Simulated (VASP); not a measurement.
# V: single point with PBE

V:

```xyz
2
Lattice="0.0000 4.5062 2.1502 1.4349 0.0000 2.1502 1.4349 4.5062 0.0000" Properties=species:S:1:pos:R:3 pbc="T T T"
V     1.4349    1.2219    2.1502
V     1.4349    7.7904    2.1502
```

```
Program             : VASP 6.6.1
Task                : single point
Functional          : PBE
Potentials or basis : VASP PAW PBE potentials, release 64 (V_sv)
Cutoff              : 520 eV
k mesh              : 8 × 8 × 8
Occupations         : gaussian, width 0.1 eV
Spin                : no spin polarisation
```

```json
{
  "Pressure": "0.3 GPa",
  "Largest force": "0.017 eV/Å",
  "Band gap on the k mesh": "zero (band 13 reaches 10.00 eV, above the bottom of band 14 at 9.00 eV)"
}
```

Forces on the atoms (eV/Å):
```
V    0.000 -0.017  0.000
V    0.000  0.017  0.000
```

Stress tensor (GPa, compression positive):
```
0.33 0.00 0.00
0.00 0.22 0.00
0.00 0.00 0.21
```

Levels at points of the mesh, in eV from the Fermi level:
```tsv
k point	band 9	band 10	band 11	band 12	band 13	band 14	band 15	band 16	band 17	band 18
(0.00, 0.00, 0.00)	-6.82	-3.02	-1.24	-0.72	-0.24	0.64	1.27	1.33	1.72	1.74
(0.50, 0.00, 0.00)	-3.16	-3.15	-1.86	-1.60	0.04	0.86	1.40	2.43	2.93	3.00
(0.50, 0.50, 0.00)	-3.47	-3.40	-2.54	-0.01	0.16	1.16	1.26	1.96	3.49	3.66
(0.50, 0.00, 0.50)	-4.93	-4.91	-2.07	-1.04	0.13	0.37	0.43	1.52	1.72	1.79
(0.00, 0.50, 0.50)	-3.23	-2.32	-2.24	-1.83	-0.95	0.33	2.43	3.05	3.41	3.74
```

It took 22 s on 1 thread of Intel(R) Xeon(R) 6975P-C (Granite Rapids), with other jobs on the host, peak memory 0.19 GiB.
